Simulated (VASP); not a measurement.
# Mg (P6_3/mmc) in VASP: notebook

Runs on Mg. Level: PBEsol. Tasks: single point.

All numbers are computed with VASP 6.6.1; they aren't measurements. Logs are shortened: lines on timing, memory, paths and dates and some standing lists are left out, and cuts for length are marked.

## Step 1: The cell of the first run

The structure is hexagonal, space group P6_3/mmc (No. 194). The conventional cell has a = 3.188 Å, b = 3.188 Å, c = 5.175 Å, α = 90.00°, β = 90.00°, γ = 120.00°. Mg (site symmetry -6m2) has 12 Mg at 3.18 to 3.19 Å within 4.2 Å.

## Step 2: Single point, PBEsol (22.77 Å³/atom)

INCAR reads:

```
SYSTEM = Mg
ALGO = Normal
EDIFF = 1E-6
ENCUT = 520
GGA = PS
ISIF = 2
ISMEAR = -1
LASPH = .TRUE.
LCHARG = .TRUE.
LELF = .TRUE.
LREAL = .FALSE.
LVHAR = .TRUE.
LWAVE = .FALSE.
NBANDS = 9
NELM = 80
PREC = Accurate
SIGMA = 0.08
```

KPOINTS reads:

```
k-points
0
G
  12 12 7
  0 0 0
```

POSCAR reads:

```
Mg
1.0
    3.1877321484      0.0000000000      0.0000000000
   -1.5938660741      2.7606570210      0.0000000000
    0.0000000000      0.0000000000      5.1753602886
Mg
2
Direct
    0.3333333333      0.6666666667      0.2500000000
    0.6666666667      0.3333333333      0.7500000000
```

Potentials or basis: VASP PAW PBE potentials, release 64 (Mg).

Command:

```console
$ cat potpaw_PBE.64/Mg/POTCAR > POTCAR
$ mpirun -np 1 vasp_std > vasp.out
```

OUTCAR:

```text
SYSTEM = Mg
   EDIFF = 1E-6
   ENCUT = 520
   GGA = PS
   ISIF = 2
   ISMEAR = -1
   LASPH = .TRUE.
   LREAL = .FALSE.
   NELM = 80
   PREC = Accurate

 ion  position               nearest neighbor table
   1  0.333  0.667  0.250-   2 3.18   2 3.18   2 3.18   2 3.18   2 3.18   2 3.18
   2  0.667  0.333  0.750-   1 3.18   1 3.18   1 3.18   1 3.18   1 3.18   1 3.18

  LATTYP: Found a hexagonal cell.
 ALAT       =     3.1877321484
 C/A-ratio  =     1.6235242008

  Lattice vectors:

 A1 = (   3.1877321484,   0.0000000000,   0.0000000000)
 A2 = (  -1.5938660741,   2.7606570210,   0.0000000000)
 A3 = (   0.0000000000,   0.0000000000,   5.1753602886)

Analysis of symmetry for initial positions (statically):
=====================================================================
 Subroutine PRICEL returns:
 Original cell was already a primitive cell.

 Routine SETGRP: Setting up the symmetry group for a
 hexagonal supercell.

 Subroutine GETGRP returns: Found 24 space group operations
 (whereof 12 operations were pure point group operations)
 out of a pool of 24 trial point group operations.

The static configuration has the point symmetry D_3d.
 The point group associated with its full space group is D_6h.

Analysis of symmetry for dynamics (positions and initial velocities):
=====================================================================
 Subroutine PRICEL returns:
 Original cell was already a primitive cell.

 Routine SETGRP: Setting up the symmetry group for a
 hexagonal supercell.

 Subroutine GETGRP returns: Found 24 space group operations
 (whereof 12 operations were pure point group operations)
 out of a pool of 24 trial point group operations.

The dynamic configuration has the point symmetry D_3d.
 The point group associated with its full space group is D_6h.

 Subroutine INISYM returns: Found 24 space group operations
 (whereof 12 operations are pure point group operations),
 and found     1 'primitive' translations

----------------------------------------------------------------------------------------

                                     Primitive cell

  volume of cell :      45.5444

  direct lattice vectors                    reciprocal lattice vectors
     3.187732148  0.000000000  0.000000000     0.313702643  0.181116305  0.000000000
    -1.593866074  2.760657021  0.000000000     0.000000000  0.362232611  0.000000000
     0.000000000  0.000000000  5.175360289     0.000000000  0.000000000  0.193223263

  length of vectors
     3.187732148  3.187732148  5.175360289     0.362232611  0.362232611  0.193223263

  position of ions in fractional coordinates (direct lattice)
     0.333333333  0.666666667  0.250000000
     0.666666667  0.333333333  0.750000000

  ion indices of the primitive-cell ions
   primitive index   ion index
                 1           1
                 2           2

----------------------------------------------------------------------------------------

 KPOINTS: k-points

Automatic generation of k-mesh.
 Grid dimensions read from file:
 generate k-points for:   12   12    7

 Generating k-lattice:

  Cartesian coordinates                     Fractional coordinates (reciprocal lattice)
     0.026141887  0.015093025  0.000000000     0.083333333 -0.000000000  0.000000000
     0.000000000  0.030186051  0.000000000     0.000000000  0.083333333  0.000000000
     0.000000000  0.000000000  0.027603323     0.000000000  0.000000000  0.142857143

  Length of vectors
     0.030186051  0.030186051  0.027603323

  Shift w.r.t. Gamma in fractional coordinates (k-lattice)
     0.000000000  0.000000000  0.000000000

 Subroutine IBZKPT returns following result:
 ===========================================

 Found     76 irreducible k-points:

 Following reciprocal coordinates:
            Coordinates               Weight
  0.000000  0.000000  0.000000      1.000000
  0.083333 -0.000000  0.000000      6.000000
  0.166667 -0.000000  0.000000      6.000000
  0.250000 -0.000000  0.000000      6.000000
  0.333333 -0.000000  0.000000      6.000000
  0.416667 -0.000000  0.000000      6.000000
[... 16 lines left out ...]
  0.250000 -0.000000  0.142857     12.000000
  0.333333 -0.000000  0.142857     12.000000
 [... further k-points ...]
   k-points           NKPTS =     76   k-points in BZ     NKDIM =     76   number of bands    NBANDS=      9
   number of dos      NEDOS =    301   number of ions     NIONS =      2
   total plane-waves  NPLWV =  23040
   dimension x,y,z NGX =    24 NGY =   24 NGZ =   40
   dimension x,y,z NGXF=    48 NGYF=   48 NGZF=   80
   ions per type =               2
   NGX,Y,Z   is equivalent  to a cutoff of  12.52, 12.52, 12.85 a.u.
   NGXF,Y,Z  is equivalent  to a cutoff of  25.03, 25.03, 25.70 a.u.
 SYSTEM =  Mg
   PREC   = accura    normal or accurate (medium, high low for compatibility)
   ISTART =      0    job   : 0-new  1-cont  2-samecut
   ICHARG =      2    charge: 1-file 2-atom 10-const
   ISPIN  =      1    spin polarized calculation?
   LNONCOLLINEAR =      F non collinear calculations
   LSORBIT =      F    spin-orbit coupling
   LASPH  =      T    aspherical Exc in radial PAW
   ENCUT  =  520.0 eV  38.22 Ry    6.18 a.u.   5.93  5.93  9.62*2*pi/ulx,y,z
   NELM   =     80;   NELMIN=  2; NELMDL= -5     # of ELM steps
   EDIFF  = 0.1E-05   stopping-criterion for ELM
   LREAL  =      F    real-space projection
   EDIFFG = 0.1E-04   stopping-criterion for IOM
   NSW    =      0    number of steps for IOM
   IBRION =     -1    ionic relax: 0-MD 1-quasi-New 2-CG
   NFREE  =      0    steps in history (QN), initial steepest desc. (CG)
   ISIF   =      2    stress and relaxation
   ISYM   =      2    0-nonsym 1-usesym 2-fastsym
   POTIM  = 0.5000    time-step for ionic-motion
   TEBEG  =    0.0;   TEEND  =   0.0 temperature during run
   PSTRESS=    0.0 pullay stress
   NELECT =       4.0000    total number of electrons
   NUPDOWN=      -1.0000    fix difference up-down
   EMIN   =  10.00;   EMAX   =-10.00  energy-range for DOS
   EFERMI =   0.00;   METHOD = LEGACY
   ISMEAR =    -1;   SIGMA  =   0.08  broadening in eV -4-tet -1-fermi 0-gaus
   EFERMI_NEDOS =   21; number of points for ismear=-14 and -15
   IALGO  =     38    algorithm
   IMIX   =      4    mixing-type and parameters
     AMIX     =   0.40;   BMIX     =  1.00
     AMIX_MAG =   1.60;   BMIX_MAG =  1.00
  volume/ion in A,a.u.               =      22.77       153.67
  Fermi-wavevector in a.u.,A,eV,Ry     =   0.727696  1.375146  7.204845  0.529541
  Thomas-Fermi vector in A             =   1.818984
   LORBIT       =      0    0 simple, 1 ext, 2 COOP (PROOUT), +10 PAW based schemes
   GGA     = PS    functional components
   LHFCALC =     F    Hartree Fock is set to
   AEXX    =    0.0000 exact exchange contribution
   IVDW    =     0    specifies the selected vdW correction
   LEPSILON=     F    determine dielectric tensor
   LRPA    =     F    only Hartree local field effects (RPA)
 non-spin polarized calculation
  energy-cutoff  :      520.00
  volume of cell :       45.54
 maximum number of plane-waves:      1245
 NGX is ok and might be reduce to    24
   NGX = 11   NGY = 11   NGZ = 19

 number of electron       4.0000000 magnetization

 Free energy of the ion-electron system (eV)
  ---------------------------------------------------
  ext. energy  EPLUGINS =         0.00000000
  ---------------------------------------------------
  free energy    TOTEN  =        -3.45560134 eV

  energy without entropy =       -3.43794166  energy(sigma->0) =       -3.44677150

 E-fermi :   2.5919     XC(G=0):  -8.5590

 val. band max:        2.5679297784   @ k =   0.2500   0.0833   0.0000
 cond. band min:       2.7189011920   @ k =   0.4167   0.0833   0.2857
 fundamental gap:      0.1509714136
 Fermi energy:         2.5919395769

 k-point     1 :       0.0000    0.0000    0.0000
  band No.  band energies     occupation
      1      -4.3298      2.00000
      2       0.9350      2.00000
      3       1.3967      2.00000
      4      13.6064      0.00000
      5      13.6064      0.00000
      6      13.7403      0.00000
      7      13.7403      0.00000
      8      14.4989      0.00000
      9      16.1454      0.00000

 k-point     2 :       0.0833   -0.0000    0.0000
  band No.  band energies     occupation
      1      -4.1924      2.00000
      2       1.0604      2.00000
      3       1.5301      2.00000
      4      11.3326      0.00000
      5      12.4118      0.00000
      6      13.2227      0.00000
      7      15.1183      0.00000
      8      15.3765      0.00000
      9      16.0266      0.00000

 k-point     3 :       0.1667   -0.0000    0.0000
  band No.  band energies     occupation
      1      -3.7814      2.00000
      2       1.4369      2.00000
      3       1.9251      1.99952
      4       8.8002      0.00000
      5      11.3783      0.00000
      6      11.9947      0.00000
      7      13.5369      0.00000
      8      14.4704      0.00000
      9      15.9610      0.00000

 k-point     4 :       0.2500   -0.0000    0.0000
  band No.  band energies     occupation
      1      -3.1003      2.00000
      2       2.0650      1.99725
      3       2.5573      1.21305
      4       6.4587      0.00000
      5      10.5752      0.00000
      6      10.6749      0.00000
      7      11.1724      0.00000
      8      12.9039      0.00000
      9      15.0661      0.00000
[... 205 lines left out ...]
 k-point    22 :       0.1667   -0.0000    0.1429
  band No.  band energies     occupation
      1      -3.6671      2.00000
      2       0.2414      2.00000
      3       3.3151      0.00024
      4       8.8994      0.00000
      5      11.4739      0.00000
      6      11.8169      0.00000
      7      12.8511      0.00000
      8      14.4693      0.00000
      9      14.8163      0.00000

 k-point    23 :       0.2500   -0.0000    0.1429
  band No.  band energies     occupation
      1      -2.9868      2.00000
      2       0.8889      2.00000
      3       3.9113      0.00000
      4       6.5770      0.00000
      5       9.9008      0.00000
      6      10.6712      0.00000
      7      11.5258      0.00000
      8      13.4756      0.00000
      9      14.0440      0.00000

 k-point    24 :       0.3333   -0.0000    0.1429
  band No.  band energies     occupation
      1      -2.0428      2.00000
      2       1.7732      1.99993
      3       4.0784      0.00000
      4       5.1507      0.00000
      5       7.9059      0.00000
      6      10.0988      0.00000
      7      10.2609      0.00000
      8      12.1001      0.00000
      9      13.4614      0.00000

 [... further k-points ...]

------------------------ aborting loop because EDIFF is reached ----------------------------------------

  FORCE on cell =-STRESS in cart. coord.  units (eV):
  Direction    XX          YY          ZZ          XY          YZ          ZX
  --------------------------------------------------------------------------------------
  -------------------------------------------------------------------------------------
  Total       -0.0602237     -0.0602237     -0.2875094     -0.0000000      0.0000000      0.0000000
  in kB       -2.1185721     -2.1185721    -10.1141115     -0.0000000      0.0000000      0.0000000
  external PRESSURE =      -4.7837519 kB  Pullay stress =       0.0000000 kB

 VOLUME and BASIS-vectors are now :
 -----------------------------------------------------------------------------
  energy-cutoff  :      520.00
  volume of cell :       45.54
      direct lattice vectors                 reciprocal lattice vectors
     3.187732148  0.000000000  0.000000000     0.313702643  0.181116305  0.000000000
    -1.593866074  2.760657021  0.000000000     0.000000000  0.362232611  0.000000000
     0.000000000  0.000000000  5.175360289     0.000000000  0.000000000  0.193223263

 POSITION                                       TOTAL-FORCE (eV/Angst)
 -----------------------------------------------------------------------------------
     -0.00000      1.84044      1.29384         0.000000      0.000000      0.000000
      1.59387      0.92022      3.88152        -0.000000      0.000000      0.000000
 -----------------------------------------------------------------------------------
    total drift:                                0.000000     -0.000000      0.000000

  FREE ENERGIE OF THE ION-ELECTRON SYSTEM (eV)
  ---------------------------------------------------
  free  energy   TOTEN  =        -3.4556013418 eV

  energy  without entropy=       -3.4379416588  energy(sigma->0) =       -3.44677150
```

Wall time 6.7 s (1 thread of Intel Xeon 6975P-C (Granite Rapids), shared host); peak memory 0.17 GiB.

Results:

| Quantity | Value |
| --- | --- |
| Free energy | -3.4556 eV |
| Pressure | -0.5 GPa |
| Band gap on the k mesh | zero (bands 2 and 3 overlap by 2.24 eV) |

Stress tensor (GPa, compression positive):
```
-0.21  0.00  0.00
 0.00 -0.21  0.00
 0.00  0.00 -1.01
```

Caveat: the PAW data sets were made with another functional, which shifts forces and pressure a little.

## Step 3: Single point, PBEsol (22.77 Å³/atom)

INCAR reads:

```
PREC = Accurate
ENCUT = 520
EDIFF = 1E-6
ISMEAR = -1
SIGMA = 0.08
LREAL = F
LASPH = T
NELM = 80
ALGO = Normal
ISIF = 2
LWAVE = F
LCHARG = F
GGA = PS
NBANDS = 9
```

KPOINTS reads:

```
Automatic mesh
0
Gamma
  12 12 7
```

POSCAR is that of step 2.

Potentials or basis: VASP PAW PBE potentials, release 64 (Mg).

Command:

```console
$ cat potpaw_PBE.64/Mg/POTCAR > POTCAR
$ mpirun -np 1 vasp_std > vasp.out
```

Wall time 6.2 s (1 thread of Intel Xeon 6975P-C (Granite Rapids), shared host); peak memory 0.17 GiB.

Results (log left out):

```
Free energy            : -3.4556 eV
Pressure               : -0.5 GPa
Band gap on the k mesh : zero (bands 2 and 3 overlap by 2.24 eV)
```

Stress tensor (GPa, compression positive):
```
-0.21  0.00  0.00
 0.00 -0.21  0.00
 0.00  0.00 -1.01
```

Levels at points of the mesh, in eV from the Fermi level:
| k point | band 1 | band 2 | band 3 | band 4 | band 5 | band 6 | band 7 |
| --- | --- | --- | --- | --- | --- | --- | --- |
| (0.00, 0.00, 0.00) | -6.92 | -1.66 | -1.20 | 11.01 | 11.01 | 11.15 | 11.15 |
| (0.50, 0.00, 0.00) | -2.12 | -2.09 | 2.71 | 3.06 | 3.34 | 3.76 | 6.95 |

Caveat: the PAW data sets were made with another functional, which shifts forces and pressure a little.

## Step 4: Single point, PBEsol

This run uses another cell than the first one, of 23.24 Å³/atom.

INCAR reads:

```
SYSTEM = Mg
  ALGO = Normal
  EDIFF = 1E-7
  ENCUT = 520
  GGA = PS
  ISIF = 2
  ISMEAR = -1
  LASPH = .TRUE.
  LCHARG = .TRUE.
  LELF = .TRUE.
  LREAL = .FALSE.
  LVHAR = .TRUE.
  LWAVE = .FALSE.
  NBANDS = 9
  NELM = 100
  PREC = Accurate
  SIGMA = 0.08
```

KPOINTS reads:

```
k-points
0
G
  12 12 7
  0 0 0
```

POSCAR reads:

```
Mg
1.0
    3.2092715325      0.0000000000      0.0000000000
   -1.6046357662      2.7793106748      0.0000000000
    0.0000000000      0.0000000000      5.2103300000
Mg
2
Direct
    0.3333333333      0.6666666667      0.2500000000
    0.6666666667      0.3333333333      0.7500000000
```

Command:

```console
$ cat potpaw_PBE.64/Mg/POTCAR > POTCAR
$ mpirun -np 1 vasp_std > vasp.out
```

Wall time 7.6 s (1 thread of Intel Xeon 6975P-C (Granite Rapids), shared host); peak memory 0.17 GiB.

The run converged. Its results:

| Item | Value |
| --- | --- |
| Free energy | -3.4508 eV |
| Pressure | -1.2 GPa |
| Band gap on the k mesh | zero (bands 2 and 3 overlap by 2.24 eV) |

Stress tensor (GPa, compression positive):
```
-0.92  0.00  0.00
 0.00 -0.92  0.00
 0.00  0.00 -1.69
```

Levels at points of the mesh, in eV from the Fermi level:
```
           k point  band 1  band 2  band 3  band 4  band 5  band 6  band 7
(0.00, 0.00, 0.00)   -6.84   -1.63   -1.20   10.90   10.90   10.99   10.99
(0.50, 0.00, 0.00)   -2.08   -2.08    2.68    3.05    3.28    3.70    6.85
```

Caveat: the PAW data sets were made with another functional, which shifts forces and pressure a little.
